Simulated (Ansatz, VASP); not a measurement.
Two plane-wave programs on Al4RePb2

```
Al Re Pb
1.0
     6.22440    0.00000    0.00000
     0.00000    6.22440    0.00000
     0.00000    0.00000    4.27851
Al Re Pb
4 1 2
Direct
  0.28282 0.28282 0.00000
  0.71718 0.28282 0.00000
  0.71718 0.71718 0.00000
  0.28282 0.71718 0.00000
  0.00000 0.00000 0.00000
  0.50000 0.00000 0.50000
  0.00000 0.50000 0.50000
```

Alike in both runs: functional PBE; k mesh 6 × 6 × 10; occupations gaussian, width 0.1 eV; no spin polarisation.

Ansatz relaxed the structure, and its values are those at the end. VASP's run is a single point on that final structure, the one shown.

```csv
,VASP,Ansatz
version,VASP 6.6.1,Ansatz 0.2.0
potentials or method,"VASP PAW PBE potentials, release 64 (Al, Re, Pb_d), cutoff 520 eV","scalar-relativistic, plane waves, PAW"
valence electrons in the cell,47,55
```

VASP gave:

| Quantity | Value |
| --- | --- |
| gap on the k mesh at the Fermi level (eV) | none |
| pressure (GPa) | 0.1 |

Q: Estimate Ansatz's values.

A: gap on the k mesh at the Fermi level (eV): none; pressure (GPa): 0.0.

A gap of «none» marks a metal or a gap that the smearing closes. VASP's potentials hold 47 valence electrons a cell and Ansatz's 55, so a difference there can come from the potentials and not from the codes.

Spin-orbit coupling is off throughout.
